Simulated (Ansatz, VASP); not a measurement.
## Cd4SeS3 in VASP and in Ansatz

Contents of INCAR:

```
SYSTEM = Cd4SeS3
PREC = Accurate
ENCUT = 600
EDIFF = 1E-6
ISMEAR = 0
SIGMA = 0.15
LREAL = .FALSE.
LASPH = .TRUE.
NELM = 60
ALGO = Normal
ISIF = 3
LWAVE = .FALSE.
LCHARG = .FALSE.
GGA = PE
IBRION = 2
NSW = 36
EDIFFG = -0.08
```

File KPOINTS:

```
Automatic mesh
0
G
  3 3 3
  0 0 0
```

File POSCAR:

```
Cd4SeS3
1.0
   -2.9400000000      2.9400000000      5.8800000000
    2.9400000000     -2.9400000000      5.8800000000
    2.9400000000      2.9400000000     -5.8800000000
Cd Se S
4 1 3
Direct
    0.6250000000      0.6250000000      0.5000000000
    0.1250000000      0.1250000000      0.5000000000
    0.3750000000      0.8750000000      0.0000000000
    0.8750000000      0.3750000000      0.0000000000
    0.0000000000      0.0000000000      0.0000000000
    0.2500000000      0.7500000000      0.5000000000
    0.7500000000      0.2500000000      0.5000000000
    0.5000000000      0.5000000000      0.0000000000
```

Input for Ansatz:

```yaml
crystal:
  lattice:
    - [-2.94, 2.94, 5.88]
    - [2.94, -2.94, 5.88]
    - [2.94, 2.94, -5.88]
  atoms:
    - { symbol: Cd, position: [0.625, 0.625, 0.5] }
    - { symbol: Cd, position: [0.125, 0.125, 0.5] }
    - { symbol: Cd, position: [0.375, 0.875, 0.0] }
    - { symbol: Cd, position: [0.875, 0.375, 0.0] }
    - { symbol: Se, position: [0.0, 0.0, 0.0] }
    - { symbol: S, position: [0.25, 0.75, 0.5] }
    - { symbol: S, position: [0.75, 0.25, 0.5] }
    - { symbol: S, position: [0.5, 0.5, 0.0] }
basis:
  ecutwfc: 420
kpoints:
  mp_grid: { grid: [3, 3, 3] }
hamiltonian:
  xc: pbe
scf:
  occupations: { method: gaussian, width: 0.15 }
  lower_state_search: "off"
output:
  forces: true
  stress: true
  eigenvalues: true
relax:
  adjacent_minimum: "off"
  f_tol: 0.08
  max_steps: 16
  cell: { stress_tol: 0.8 }
```

Alike in both runs: task relaxation of cell and atoms; functional PBE; k mesh 3 × 3 × 3; occupations gaussian, width 0.15 eV; no spin polarisation.

|  | VASP | Ansatz |
| --- | --- | --- |
| version | VASP 6.6.1 | Ansatz 0.2.0 |
| potentials or method | VASP PAW PBE potentials, release 64 (Cd, Se, S), cutoff 600 eV | scalar-relativistic, plane waves, PAW |
| valence electrons in the cell | 72 | 114 |

|  | VASP | Ansatz | Ansatz less VASP |
| --- | --- | --- | --- |
| gap on the k mesh at the Fermi level, each at its own relaxed structure (eV) | 0.88 | 0.88 | 0.000 |
| relaxed volume (Å³/atom) | 26.96 | 26.94 | -0.025 |
| relaxed cell length with the largest relative difference (Å) | 7.345 | 7.341 | -0.0034 |

VASP's potentials hold 72 valence electrons a cell and Ansatz's 114, so a difference there can come from the potentials and not from the codes.

The k mesh is coarse, so the values compare programs but aren't converged.
